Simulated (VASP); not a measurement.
A run of VASP 6.6.1 is set up as follows.

Contents of INCAR:

```
SYSTEM = Li2O
  ALGO = Normal
  EDIFF = 1E-6
  ENCUT = 750
  GGA = PE
  GGA_COMPAT = .False.
  ISIF = 2
  ISMEAR = -1
  LASPH = .True.
  LCHARG = .False.
  LREAL = .False.
  LWAVE = .False.
  NBANDS = 36
  NELM = 120
  PREC = Accurate
  SIGMA = 0.1
```

Contents of KPOINTS:

```
k-points
0
Gamma
  2 2 2
  0 0 0
```

Contents of POSCAR:

```
Li2O
1.0
    4.6243214700      0.0000000000      0.0000000000
    0.0000000000      4.6243214700      0.0000000000
    0.0000000000      0.0000000000      4.6243214700
O Li
4 8
Direct
    0.5000000000      0.5000000000      0.0000000000
    0.0000000000      0.0000000000      0.0000000000
    0.5000000000      0.0000000000      0.5000000000
    0.0000000000      0.5000000000      0.5000000000
    0.7500000000      0.2500000000      0.2500000000
    0.2500000000      0.7500000000      0.2500000000
    0.7500000000      0.7500000000      0.7500000000
    0.2500000000      0.2500000000      0.7500000000
    0.7500000000      0.7500000000      0.2500000000
    0.2500000000      0.2500000000      0.2500000000
    0.7500000000      0.2500000000      0.7500000000
    0.2500000000      0.7500000000      0.7500000000
```

Potentials or basis: VASP PAW PBE potentials, release 64 (O, Li_sv).

Command:

```console
$ cat potpaw_PBE.64/O/POTCAR potpaw_PBE.64/Li_sv/POTCAR > POTCAR
$ mpirun -np 1 vasp_std > vasp.out
```

(1) What does it give for the pressure?

(2) What does it give for the band gap on the k mesh?

Results:

(1) -0.2 GPa.

(2) 4.97 eV.

Caveat: the k points lie up to 0.68 Å⁻¹ apart.
